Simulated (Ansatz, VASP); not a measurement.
# Two plane-wave programs on C

Contents of POSCAR:

```
C
1.0
    0.0000000000      2.1586578877      3.6151901162
    1.2463400222      0.0000000000      3.6151901162
    1.2463400222      2.1586578877      0.0000000000
C
2
Direct
    0.1667039277      0.8332960723      0.1667039277
    0.8332960723      0.1667039277      0.8332960723
```

INCAR.step1

```
  PREC = Accurate
  ENCUT = 520
  ISMEAR = 0
  SIGMA = 0.05
  LREAL = F
  LASPH = T
  NELM = 60
  NBANDS = 11
  GGA = PE
  ALGO = Normal
  EDIFF = 1E-4
  LWAVE = T
  LCHARG = F
```

INCAR.step2

```
  PREC = Accurate
  ENCUT = 520
  EDIFF = 1E-7
  ISMEAR = 0
  SIGMA = 0.05
  LREAL = F
  LASPH = T
  NELM = 60
  ALGO = Normal
  ISIF = 2
  LWAVE = F
  LCHARG = F
  METAGGA = R2SCAN
  LMIXTAU = T
  NBANDS = 11
  ISTART = 1
```

KPOINTS

```
regular mesh
0
Gamma
  14 14 14
```

Input for Ansatz:

```yaml
crystal:
  lattice:
    - [0.0, 2.1586578877, 3.6151901162]
    - [1.2463400222, 0.0, 3.6151901162]
    - [1.2463400222, 2.1586578877, 0.0]
  atoms:
    - { symbol: C, position: [0.1667039277, 0.8332960723, 0.1667039277] }
    - { symbol: C, position: [0.8332960723, 0.1667039277, 0.8332960723] }
basis:
  ecutwfc: 500
kpoints:
  mp_grid: { grid: [14, 14, 14] }
hamiltonian:
  xc: r2scan
scf:
  occupations: { method: gaussian, width: 0.05 }
output:
  forces: true
  stress: true
  eigenvalues: true
```

Change from the starting cell: strain +0.015 along x and y, +0.015 along z, atoms carried along.

Alike in both runs: task single point; functional r2SCAN; k mesh 14 × 14 × 14; occupations gaussian, width 0.05 eV; no spin polarisation.

|  | VASP | Ansatz |
| --- | --- | --- |
| version | VASP 6.6.1 | Ansatz 0.2.0 |
| potentials or method | VASP PAW PBE potentials, release 64 (C), cutoff 520 eV | scalar-relativistic, plane waves, PAW |
| valence electrons in the cell | 8 | 8 |

Ansatz gave:

* gap on the k mesh at the Fermi level (eV): 0.64
* least direct gap on the mesh (eV): 0.75
* pressure (GPa): -11.2
* traceless stress, the component that is largest in VASP (GPa): 10.97

**Question.** Estimate VASP's values.

**Answer.** gap on the k mesh at the Fermi level (eV): 0.64; least direct gap on the mesh (eV): 0.75; pressure (GPa): -10.6; traceless stress, the component that is largest in VASP (GPa): 10.28.

VASP's potentials were made for PBE, not for r2SCAN. The functional is the same, so the differences come from potentials, cutoffs and numerics.
